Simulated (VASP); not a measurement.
Runs of VASP 6.6.1 on W. It takes space group Im-3m (No. 229, cubic). The conventional cell has a = 3.192 Å, b = 3.192 Å, c = 3.192 Å, α = 90.00°, β = 90.00°, γ = 90.00°. Within 3.6 Å of W (site symmetry m-3m) lie 14 W at 2.76 to 3.19 Å. 

```csv
level,U,k mesh,cutoff (eV),gap on the mesh (eV),pressure (GPa)
r2SCAN,-,8 × 8 × 8,550,none,-5.4
r2SCAN+U,W d U = 5.0 eV,8 × 8 × 8,550,none,9.4
r2SCAN,-,15 × 15 × 15,520,none,(a)
r2SCAN+U,W d U = 2.0 eV,8 × 8 × 8,550,none,0.1
PBE+D4,-,8 × 8 × 8,500,none,(b)
```

Alike in all rows: task single point; potentials or basis VASP PAW PBE potentials, release 64 (W_sv); no spin polarisation; cell as given; smearing fermi-dirac 0.1 eV.

**Question.** Fill in the values left out.

**Answer.** (a) -5.5; (b) -8.1.

Caveats: spin-orbit coupling is left out, which moves the levels of the heavy elements; the PAW data sets were made with another functional, which shifts forces and pressure a little (some runs); U without spin polarisation on a metal has little footing (some runs); the U is typed as a test and isn't derived for this compound (some runs); pairwise dispersion overbinds metals, which lowers pressure and volume (some runs).

A k mesh can miss the band edges, and the runs leave out spin-orbit coupling on W.

A gap of «none» marks levels without a gap at the run's occupations.
